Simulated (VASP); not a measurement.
Wanted: the native input for a VASP 6.6.1 run.

| Item | Value |
| --- | --- |
| Task | single point |
| Functional | LDA |
| Potentials or basis | VASP PAW LDA potentials, release 64 (Ti_sv, Pd) |
| Cutoff | 520 eV |
| k mesh | 12 × 12 × 12 |
| Occupations | gaussian, width 0.1 eV |
| Spin | no spin polarisation |
| Dipole correction | no |
| Further INCAR settings | ALGO = Fast; EDIFF = 1e-06; NBANDS = 29 |

The structure of TiPd3 lies in POSCAR:

```
TiPd3
1.0
    3.8328138513      0.0000000000      0.0000000000
    0.0000000000      3.8328138513      0.0000000000
    0.0000000000      0.0000000000      3.8328138513
Ti Pd
1 3
Direct
    0.0000000000      0.0000000000      0.0000000000
    0.0000000000      0.5000000000      0.5000000000
    0.5000000000      0.0000000000      0.5000000000
    0.5000000000      0.5000000000      0.0000000000
```

One way to write it, as run:

INCAR

```
  PREC = Accurate
  ENCUT = 520
  EDIFF = 1E-6
  ISMEAR = 0
  SIGMA = 0.1
  LREAL = F
  LASPH = T
  NELM = 60
  ALGO = Fast
  ISIF = 2
  LWAVE = F
  LCHARG = F
  NBANDS = 29
```

KPOINTS

```
regular mesh
0
Gamma
  12 12 12
```

Potentials or basis: VASP PAW LDA potentials, release 64 (Ti_sv, Pd).

The run is started by

```bash
$ cat potpaw_LDA.64/Ti_sv/POTCAR potpaw_LDA.64/Pd/POTCAR > POTCAR
$ mpirun -np 1 vasp_std > vasp.out
```

It gave:

* Pressure: 0.4 GPa
* Band gap on the k mesh: zero (bands 21 and 22 overlap by 1.34 eV)

It took 6.3 min on 1 thread of Intel Xeon 8259CL, on a shared host, peak memory 0.24 GiB.
